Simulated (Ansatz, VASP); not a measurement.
**GaAs: VASP beside Ansatz**

```
Ga As
1.0
     0.00000    2.80169    2.80169
     2.80169    0.00000    2.80169
     2.80169    2.80169    0.00000
Ga As
1 1
Direct
  0.00000 0.00000 0.00000
  0.25000 0.25000 0.25000
```

Alike in both runs: task relaxation of cell and atoms; functional LDA; k mesh 12 × 12 × 12; occupations gaussian, width 0.02 eV; no spin polarisation.

|  | VASP | Ansatz |
| --- | --- | --- |
| version | VASP 6.6.1 | Ansatz 0.2.0 |
| potentials or method | VASP PAW LDA potentials, release 64 (Ga_d, As), cutoff 500 eV | scalar-relativistic, plane waves, PAW |
| valence electrons in the cell | 18 | 28 |

```tsv
	VASP	Ansatz	Ansatz less VASP
gap on the k mesh at the Fermi level, each at its own relaxed structure (eV)	0.50	0.49	-0.017
relaxed volume (Å³/atom)	22.08	21.99	-0.093
relaxed cell length with the largest relative difference (Å)	3.968	3.962	-0.0056
```

LDA's correlation is that of Perdew and Zunger in VASP and of Perdew and Wang (1992) in Ansatz. VASP's potentials hold 18 valence electrons a cell and Ansatz's 28, so a difference there can come from the potentials and not from the codes.
